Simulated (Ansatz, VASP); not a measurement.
# MoSe in VASP and in Ansatz

Contents of INCAR:

```
  PREC = Accurate
  ENCUT = 520
  EDIFF = 1E-7
  ISMEAR = 0
  SIGMA = 0.1
  LREAL = False
  LASPH = True
  NELM = 150
  ALGO = Normal
  ISIF = 2
  LWAVE = False
  LCHARG = False
  ISPIN = 2
  MAGMOM = 3.5 0
  LORBIT = 11
  LMAXMIX = 4
  GGA = PS
  NBANDS = 21
```

File KPOINTS:

```
regular mesh
0
Gamma
  14 14 14
```

Contents of POSCAR:

```
MoSe
1.0
    0.0000000000      2.4486029321      2.4486029321
    2.4486029321      0.0000000000      2.4486029321
    2.4486029321      2.4486029321      0.0000000000
Mo Se
1 1
Direct
    0.0000000000      0.0000000000      0.0000000000
    0.5000000000      0.5000000000      0.5000000000
```

Input for Ansatz:

```yaml
crystal:
  lattice:
    - [0.0, 2.4486029321, 2.4486029321]
    - [2.4486029321, 0.0, 2.4486029321]
    - [2.4486029321, 2.4486029321, 0.0]
  atoms:
    - { symbol: Mo, position: [0.0, 0.0, 0.0], spin: 3.5 }
    - { symbol: Se, position: [0.5, 0.5, 0.5] }
basis:
  ecutwfc: 420
kpoints:
  mp_grid: { grid: [14, 14, 14] }
hamiltonian:
  xc: pbesol
scf:
  occupations: { method: gaussian, width: 0.1 }
  lower_state_search: "off"
output:
  forces: true
  stress: true
  eigenvalues: true
  populations: true
magnetization:
  spin_polarized: true
```

Alike in both runs: task single point; functional PBEsol; k mesh 14 × 14 × 14; occupations gaussian, width 0.1 eV; collinear spin.

|  | VASP | Ansatz |
| --- | --- | --- |
| version | VASP 6.6.1 | Ansatz 0.2.0 |
| potentials or method | VASP PAW PBE potentials, release 64 (Mo_sv, Se), cutoff 520 eV | scalar-relativistic, plane waves, PAW |
| valence electrons in the cell | 20 | 30 |

```csv
,VASP,Ansatz,Ansatz less VASP
gap on the k mesh at the Fermi level (eV),none,none,-
net moment per atom (μB),0.00,0.00,0.000
```

VASP's potentials were made for PBE, not for PBEsol. A gap of «none» marks a metal or a gap that the smearing closes. The functional is the same, so the differences come from potentials, cutoffs and numerics. VASP's potentials hold 20 valence electrons a cell and Ansatz's 30, so a difference there can come from the potentials and not from the codes. Ansatz's warnings: seeded moment not kept.
